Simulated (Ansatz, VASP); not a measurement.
**Two plane-wave programs on Zr**

```
Zr
1.0
     3.23200    0.00000    0.06060
    -1.61600    2.79899   -0.03030
     0.09651    0.00000    5.14700
Zr
2
Cartesian
  0.0241 1.8660 1.2868
  1.6884 0.9330 3.8905
```

Change from the starting cell: strain +0.0375 x Voigt [0, 0, 0, 0, 1, 0], atoms carried along.

Alike in both runs: task single point; functional PBEsol; k mesh 18 × 18 × 10; occupations gaussian, width 0.15 eV; no spin polarisation.

|  | VASP | Ansatz |
| --- | --- | --- |
| version | VASP 6.6.1 | Ansatz 0.2.0 |
| potentials or method | VASP PAW PBE potentials, release 64 (Zr_sv), cutoff 520 eV | scalar-relativistic, plane waves, PAW |
| valence electrons in the cell | 24 | 24 |

|  | VASP | Ansatz | Ansatz less VASP |
| --- | --- | --- | --- |
| gap on the k mesh at the Fermi level (eV) | none | none | - |
| pressure (GPa) | -3.3 | -3.3 | -0.05 |
| traceless stress, the component that is largest in VASP (GPa) | -0.91 | -0.90 | +0.005 |

VASP's potentials were made for PBE, not for PBEsol. A gap of «none» marks a metal or a gap that the smearing closes. With one functional, cell and mesh, what is left measures potentials, basis and numerics.
